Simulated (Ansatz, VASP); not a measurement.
# One calculation of AlN, two programs

The input INCAR:

```
PREC     = Accurate       # precision mode
ENCUT    = 600            # plane-wave cutoff, eV
EDIFF    = 1E-6           # SCF threshold, eV
ISMEAR   = 0              # smearing method
SIGMA    = 0.02           # smearing width, eV
LREAL    = False          # projectors in reciprocal space
LASPH    = True           # aspherical terms in the spheres
NELM     = 120            # most SCF steps
ALGO     = Normal         # electronic algorithm
ISIF     = 2              # what is computed and relaxed
LWAVE    = False          # write WAVECAR
LCHARG   = True           # write CHGCAR
GGA      = CA             # functional
LELF     = True           # ELF
LVHAR    = True         
NBANDS   = 11             # bands
GGA_COMPAT= False
```

File KPOINTS:

```
regular mesh
0
Gamma
  10 10 10
```

The input POSCAR:

```
AlN
1.0
    0.0000000000      1.9645230735      1.9645230735
    1.9645230735      0.0000000000      1.9645230735
    1.9645230735      1.9645230735      0.0000000000
Al N
1 1
Direct
    0.5000000000      0.5000000000      0.5000000000
    0.0000000000      0.0000000000      0.0000000000
```

Input for Ansatz:

```yaml
crystal:
  lattice:
    - [0.0, 1.9645230735, 1.9645230735]
    - [1.9645230735, 0.0, 1.9645230735]
    - [1.9645230735, 1.9645230735, 0.0]
  atoms:
    - { symbol: Al, position: [0.5, 0.5, 0.5] }
    - { symbol: "N", position: [0.0, 0.0, 0.0] }
basis:
  ecutwfc: 420
kpoints:
  mp_grid: { grid: [10, 10, 10] }
hamiltonian:
  xc: lda
  pseudopotentials: { kind: paw }
scf:
  occupations: { method: gaussian, width: 0.02 }
output:
  forces: true
  stress: true
  eigenvalues: true
```

Alike in both runs: task single point; functional LDA; k mesh 10 × 10 × 10; occupations gaussian, width 0.02 eV; no spin polarisation.

```csv
,VASP,Ansatz
version,VASP 6.6.1,Ansatz 0.2.0
potentials or method,"VASP PAW LDA potentials, release 64 (Al, N), cutoff 600 eV","scalar-relativistic, plane waves, PAW"
valence electrons in the cell,8,8
```

```tsv
	VASP	Ansatz	Ansatz less VASP
gap on the k mesh at the Fermi level (eV)	5.03	5.03	+0.002
least direct gap on the mesh (eV)	7.07	7.05	-0.026
pressure (GPa)	20.1	19.4	-0.74
```

LDA's correlation is that of Perdew and Zunger in VASP and of Perdew and Wang (1992) in Ansatz.
